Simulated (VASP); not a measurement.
# Y (P6_3/mmc) in VASP: further runs, part 2 of 2

VASP 6.6.1. Earlier steps stand in the parts before.

## Step 4: Relaxation of cell and atoms, PBE

INCAR reads:

```
ALGO     = Normal         # electronic algorithm
EDIFF    = 1E-6           # SCF threshold, eV
EDIFFG   = -0.001         # ionic threshold
ENCUT    = 600            # plane-wave cutoff, eV
GGA      = PE             # functional
IBRION   = 2              # ionic algorithm
ISIF     = 3              # what is computed and relaxed
ISMEAR   = -1             # smearing method
LASPH    = True           # aspherical terms in the spheres
LCHARG   = False          # write CHGCAR
LREAL    = False          # projectors in reciprocal space
LWAVE    = False          # write WAVECAR
NELM     = 80             # most SCF steps
NSW      = 80             # ionic steps
PREC     = Accurate       # precision mode
SIGMA    = 0.15           # smearing width, eV
```

KPOINTS reads:

```
k-points
0
Gamma
  12 12 6
```

POSCAR reads:

```
Y
1.0
    3.6579894732      0.0000000029      0.0000000000
   -1.8289947391      3.1679118091      0.0000000000
    0.0000000000      0.0000000000      5.6696519781
Y
2
Direct
    0.3333333333      0.6666666667      0.2500000000
    0.6666666667      0.3333333333      0.7500000000
```

Launch:

```sh
$ cat potpaw_PBE.64/Y_sv/POTCAR > POTCAR
$ mpirun -np 1 vasp_std > vasp.out
```

Run time: 9.3 min. Hardware: 1 thread of Oxide Virtual Turin-like, shared host; peak memory 0.24 GiB.

It converged, with:

```
Free energy                            : -13.0021 eV
Relaxed volume                         : 32.95 Å³/atom
Relaxed cell                           : a = 3.647 Å, b = 3.647 Å, c = 5.720 Å, α = 90.00°, β = 90.00°, γ = 120.00°
Space group after relaxing (to 0.05 Å) : P6_3/mmc (No. 194)
Energy gained by relaxing              : 0.6 meV/atom
Ionic steps                            : 17
Pressure after relaxing                : 0.0 GPa
Band gap on the k mesh                 : zero (band 11 reaches 3.94 eV, above the bottom of band 12 at 2.54 eV)
```

Step by step:
```tsv
step	energy change (eV)	largest force (eV/Å)	pressure (GPa)	volume (Å³)
1	0.0000	0.0000	0.13	65.70
2	-0.0010	0.0000	-0.02	65.95
3	-0.0011	0.0000	-0.08	66.08
4	-0.0011	0.0000	-0.12	66.10
5	-0.0011	0.0000	-0.11	66.10
6	-0.0011	0.0000	-0.10	66.09
7	-0.0012	0.0000	0.01	65.89
8	-0.0012	0.0000	-0.01	65.91
9	-0.0012	0.0000	0.00	65.90
10	-0.0012	0.0000	0.00	65.90
11	-0.0012	0.0000	-0.01	65.90
12	-0.0012	0.0000	0.01	65.89
13	-0.0012	0.0000	0.03	65.89
14	-0.0012	0.0000	0.03	65.90
15	-0.0012	0.0000	0.01	65.90
16	-0.0012	0.0000	-0.01	65.92
17	-0.0012	0.0000	0.00	65.91
```

Final structure:
```cif
data_structure
_symmetry_space_group_name_H-M 'P 1'
_symmetry_Int_Tables_number 1
_cell_length_a 3.6475
_cell_length_b 3.6475
_cell_length_c 5.7204
_cell_angle_alpha 90.000
_cell_angle_beta 90.000
_cell_angle_gamma 120.000
_cell_volume 65.91
loop_
_atom_site_label
_atom_site_type_symbol
_atom_site_fract_x
_atom_site_fract_y
_atom_site_fract_z
_atom_site_occupancy
Y1 Y 0.33333 0.66667 0.25000 1
Y2 Y 0.66667 0.33333 0.75000 1
```

Levels at points of the mesh, in eV from the Fermi level:
```csv
k point,band 8,band 9,band 10,band 11,band 12,band 13,band 14,band 15
"(0.00, 0.00, 0.00)",-22.38,-4.68,-1.85,0.87,1.75,1.75,2.05,2.35
"(0.50, 0.00, 0.00)",-22.46,-1.67,-1.17,-0.81,-0.11,1.39,1.47,2.06
"(0.00, 0.00, 0.50)",-22.45,-3.25,-3.25,0.95,0.95,1.67,1.67,1.67
"(0.50, 0.00, 0.50)",-22.52,-1.64,-1.64,0.07,0.07,1.37,1.37,2.76
```

## Step 5: Relaxation of cell and atoms, PBE

This run uses another cell than the first one, of 33.78 Å³/atom, 1.028 times its volume.

INCAR reads:

```
PREC = Accurate
ENCUT = 600
EDIFF = 1E-6
ISMEAR = 0
SIGMA = 0.1
LREAL = F
LASPH = T
NELM = 60
ALGO = Normal
ISIF = 3
LWAVE = F
LCHARG = F
GGA = PE
IBRION = 2
NSW = 100
EDIFFG = -0.002
```

KPOINTS reads:

```
regular mesh
0
Gamma
  12 12 6
```

POSCAR reads:

```
Y
1.0
    3.6425693900      0.0000000000      0.0000000000
   -1.8212847000      3.1545576300      0.0000000000
    0.0000000000      0.0000000000      5.8791583500
Y
2
Direct
    0.3333333300      0.6666666700      0.2500000000
    0.6666666700      0.3333333300      0.7500000000
```

Potentials or basis: VASP PAW PBE potentials, release 64 (Y_sv).

Launch:

```sh
$ cat potpaw_PBE.64/Y_sv/POTCAR > POTCAR
$ mpirun -np 1 vasp_std > vasp.out
```

OUTCAR:

```text
PREC = Accurate
   ENCUT = 600
   EDIFF = 1E-6
   ISMEAR = 0
   LREAL = F
   LASPH = T
   NELM = 60
   ISIF = 3
   GGA = PE
   IBRION = 2
   NSW = 100
   EDIFFG = -0.002

 ion  position               nearest neighbor table
   1  0.333  0.667  0.250-   2 3.61   2 3.61   2 3.61   2 3.61   2 3.61   2 3.61
   2  0.667  0.333  0.750-   1 3.61   1 3.61   1 3.61   1 3.61   1 3.61   1 3.61

  LATTYP: Found a hexagonal cell.
 ALAT       =     3.6425693900
 C/A-ratio  =     1.6140140984

  Lattice vectors:

 A1 = (   3.6425693900,   0.0000000000,   0.0000000000)
 A2 = (  -1.8212847000,   3.1545576300,   0.0000000000)
 A3 = (   0.0000000000,   0.0000000000,   5.8791583500)

Analysis of symmetry for initial positions (statically):
=====================================================================
 Subroutine PRICEL returns:
 Original cell was already a primitive cell.

 Routine SETGRP: Setting up the symmetry group for a
 hexagonal supercell.

 Subroutine GETGRP returns: Found 24 space group operations
 (whereof 12 operations were pure point group operations)
 out of a pool of 24 trial point group operations.

The static configuration has the point symmetry D_3d.
 The point group associated with its full space group is D_6h.

[... 273 lines left out ...]
 number of electron      22.0000001 magnetization

------------------------ aborting loop because EDIFF is reached ----------------------------------------
[... 67 lines left out ...]
--------------------------------------- Ionic step       11  -------------------------------------------

 number of electron      22.0000001 magnetization

 Free energy of the ion-electron system (eV)
  ---------------------------------------------------
  ext. energy  EPLUGINS =         0.00000000
  ---------------------------------------------------
  free energy    TOTEN  =       -12.87805339 eV

  energy without entropy =      -12.86114401  energy(sigma->0) =      -12.86959870

 E-fermi :   3.0153     XC(G=0):  -9.4366

 val. band max:        2.9973325227   @ k =   0.3333   0.2500   0.3333
 cond. band min:       3.0198117638   @ k =   0.4167   0.1667   0.3333
 fundamental gap:      0.0224792411
 Fermi energy:         3.0152981951

 k-point     1 :       0.0000    0.0000    0.0000
  band No.  band energies     occupation
      1     -39.6734      2.00000
      2     -39.5959      2.00000
      3     -19.9571      2.00000
      4     -19.4808      2.00000
      5     -19.4808      2.00000
      6     -19.3853      2.00000
      7     -19.3853      2.00000
      8     -19.3418      2.00000
      9      -1.6784      2.00000
     10       1.1682      2.00000
     11       3.9849      0.00000
     12       4.7433      0.00000
     13       4.7433      0.00000
     14       5.1484      0.00000
[... 401 lines left out ...]
      2     -39.5903      2.00000
      3     -19.8328      2.00000
      4     -19.7066      2.00000
      5     -19.6615      2.00000
      6     -19.5594      2.00000
      7     -19.4342      2.00000
      8     -19.4333      2.00000
      9       0.3717      2.00000
     10       2.0918      2.00000
     11       2.5457      2.00000
     12       3.1746      0.02431
     13       4.3639      0.00000
     14       4.7867      0.00000
     15       4.7873      0.00000

 [... further k-points ...]
[... 5 lines left out ...]
  --------------------------------------------------------------------------------------
  -------------------------------------------------------------------------------------
  Total        0.0029499      0.0029499     -0.0011073     -0.0000000     -0.0000000     -0.0000000
  in kB        0.0721334      0.0721334     -0.0270757     -0.0000000     -0.0000000     -0.0000000
  external PRESSURE =       0.0390637 kB  Pullay stress =       0.0000000 kB
[... 17 lines left out ...]
  FREE ENERGIE OF THE ION-ELECTRON SYSTEM (eV)
  ---------------------------------------------------
  free  energy   TOTEN  =       -12.8780533873 eV

  energy  without entropy=      -12.8611440056  energy(sigma->0) =      -12.86959870

 reached required accuracy - stopping structural energy minimisation
```

OSZICAR:

```text
N       E                     dE             d eps       ncg     rms          rms(c)
DAV:   1     0.939789441980E+02    0.93979E+02   -0.12566E+04  2288   0.154E+03
DAV:   2    -0.544249904088E+01   -0.99421E+02   -0.98609E+02  2805   0.306E+02
[... 89 lines left out ...]
  10 F= -.12878054E+02 E0= -.12869593E+02  d E =-.351481E-06
       N       E                     dE             d eps       ncg     rms          rms(c)
DAV:   1    -0.128780651742E+02   -0.11363E-04   -0.26016E-04  2910   0.120E-01    0.226E-02
DAV:   2    -0.128780565235E+02    0.86507E-05   -0.24113E-05  2788   0.348E-02    0.121E-02
DAV:   3    -0.128780528460E+02    0.36775E-05   -0.20423E-05  3411   0.275E-02    0.779E-03
DAV:   4    -0.128780533873E+02   -0.54129E-06   -0.14241E-06  1478   0.819E-03
  11 F= -.12878053E+02 E0= -.12869599E+02  d E =-.890896E-07
```

It took 10 min on 1 thread of Oxide Virtual Turin-like, shared host; peak memory 0.24 GiB.

Results:

* Free energy: -12.8781 eV
* Relaxed volume: 32.76 Å³/atom
* Relaxed cell: a = 3.655 Å, b = 3.655 Å, c = 5.665 Å, α = 90.00°, β = 90.00°, γ = 120.00°
* Space group after relaxing (to 0.05 Å): P6_3/mmc (No. 194)
* Energy gained by relaxing: 10.0 meV/atom
* Ionic steps: 11
* Pressure after relaxing: 0.0 GPa
* Band gap on the k mesh: zero (band 11 reaches 4.01 eV, above the bottom of band 12 at 2.55 eV)

The path:
| step | energy change (eV) | largest force (eV/Å) | pressure (GPa) | volume (Å³) |
| --- | --- | --- | --- | --- |
| 1 | 0.0000 | 0.0000 | -1.16 | 67.56 |
| 2 | -0.0170 | 0.0000 | 0.23 | 65.18 |
| 3 | -0.0172 | 0.0000 | 0.37 | 64.95 |
| 4 | -0.0198 | 0.0000 | 0.08 | 65.37 |
| 5 | -0.0200 | 0.0000 | 0.06 | 65.49 |
| 6 | -0.0195 | 0.0000 | -0.14 | 65.73 |
| 7 | -0.0200 | 0.0000 | -0.01 | 65.54 |
| 8 | -0.0200 | 0.0000 | 0.01 | 65.53 |
| 9 | -0.0200 | 0.0000 | 0.01 | 65.51 |
| 10 | -0.0200 | 0.0000 | -0.03 | 65.54 |
| 11 | -0.0200 | 0.0000 | 0.00 | 65.52 |

Final structure:
```yaml
crystal:
  lattice:
    - [3.65462, 0.00000, 0.00000]
    - [-1.82731, 3.16499, 0.00000]
    - [0.00000, 0.00000, 5.66465]
  atoms:
    - { symbol: Y, position: [0.33333, 0.66667, 0.25000] }
    - { symbol: Y, position: [0.66667, 0.33333, 0.75000] }
```

## Step 6: Summary

| task | cell | cutoff (eV) | smearing | gap on the mesh (eV) | pressure (GPa) | relaxed volume (Å³/atom) |
| --- | --- | --- | --- | --- | --- | --- |
| single point | a = 3.658, b = 3.658, c = 5.670 Å, angles 90.0, 90.0, 120.0°, 2 atoms | 520 | gaussian 0.1 eV | none | -0.1 | - |
| single point | a = 3.651, b = 3.651, c = 5.726 Å, angles 90.0, 90.0, 120.0°, 2 atoms | 520 | fermi-dirac 0.15 eV | none | -0.1 | - |
| relaxation of cell and atoms | relaxed from a = 3.658, b = 3.658, c = 5.670 Å, angles 90.0, 90.0, 120.0°, 2 atoms | 600 | fermi-dirac 0.15 eV | none | 0.0 | 32.95 |
| relaxation of cell and atoms | relaxed from a = 3.643, b = 3.643, c = 5.879 Å, angles 90.0, 90.0, 120.0°, 2 atoms | 600 | gaussian 0.1 eV | none | 0.0 | 32.76 |

Alike in all rows: level PBE; potentials or basis VASP PAW PBE potentials, release 64 (Y_sv); no spin polarisation; k mesh 12 × 12 × 6.

Total energies depend on the potentials used, so only differences within one code and one set of settings carry meaning.
